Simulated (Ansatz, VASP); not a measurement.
# Two plane-wave programs on TiPt3

```xyz
4
Lattice="3.9482 0.0000 0.0000 0.0000 3.9482 0.0000 0.0000 0.0000 3.9482" Properties=species:S:1:pos:R:3 pbc="T T T"
Ti    0.0000    0.0000    0.0000
Pt    0.0000    1.9741    1.9741
Pt    1.9741    0.0000    1.9741
Pt    1.9741    1.9741    0.0000
```

Alike in both runs: functional PBE; k mesh 8 × 8 × 8; occupations fermi-dirac, width 0.1 eV; no spin polarisation.

Ansatz relaxed the structure, and its values are those at the end. VASP's run is a single point on that final structure, the one shown.

|  | VASP | Ansatz |
| --- | --- | --- |
| version | VASP 6.6.1 | Ansatz 0.2.0 |
| potentials or method | VASP PAW PBE potentials, release 64 (Ti_sv, Pt), cutoff 520 eV | PAW plane waves |
| valence electrons in the cell | 42 | 66 |

VASP gave:

| Quantity | Value |
| --- | --- |
| gap on the k mesh at the Fermi level (eV) | none |
| pressure (GPa) | -0.4 |

Problem. Estimate Ansatz's values.

Solution. gap on the k mesh at the Fermi level (eV): none; pressure (GPa): 0.0.

A gap of «none» marks a metal or a gap that the smearing closes. VASP's potentials hold 42 valence electrons a cell and Ansatz's 66, so a difference there can come from the potentials and not from the codes.

Neither program's run includes spin-orbit coupling.
